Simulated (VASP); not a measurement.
Set up this calculation in VASP 6.6.1, as the native input.

```
Task                   : single point
Functional             : LDA
Potentials or basis    : VASP PAW LDA potentials, release 64 (Ga_d, Sb)
Cutoff                 : 520 eV
k mesh                 : 14 × 14 × 14
Occupations            : fermi-dirac, width 0.1 eV
Spin                   : no spin polarisation
Dipole correction      : no
Further INCAR settings : ALGO = Normal; EDIFF = 1e-06; NBANDS = 16
```

The structure of GaSb lies in POSCAR:

```
GaSb
1.0
    0.0000000000      2.9627213372      2.9627213372
    2.9627213372      0.0000000000      2.9627213372
    2.9627213372      2.9627213372      0.0000000000
Ga Sb
1 1
Direct
    0.0000000000      0.0000000000      0.0000000000
    0.7500000000      0.7500000000      0.7500000000
```

These files were run (other wordings do the same):

INCAR

```
  PREC = Accurate
  ENCUT = 520
  EDIFF = 1E-6
  ISMEAR = -1
  SIGMA = 0.1
  LREAL = F
  LASPH = T
  NELM = 100
  ALGO = Normal
  ISIF = 2
  LWAVE = F
  LCHARG = T
  GGA = CA
  LELF = T
  LVHAR = T
  NBANDS = 16
```

KPOINTS

```
Automatic mesh
0
Gamma
  14 14 14
```

Potentials or basis: VASP PAW LDA potentials, release 64 (Ga_d, Sb).

Run with:

```console
$ cat potpaw_LDA.64/Ga_d/POTCAR potpaw_LDA.64/Sb/POTCAR > POTCAR
$ mpirun -np 1 vasp_std > vasp.out
```

It gave:

| Property | Result |
| --- | --- |
| Pressure | 4.3 GPa |
| Band gap on the k mesh | 0.51 eV, indirect (least direct gap 0.58 eV) |

Caveat: spin-orbit coupling is left out, which moves the levels of the heavy elements.

Wall time 46 s on 1 thread of Intel Xeon 6975P-C, with other jobs on the host, peak memory 0.22 GiB.
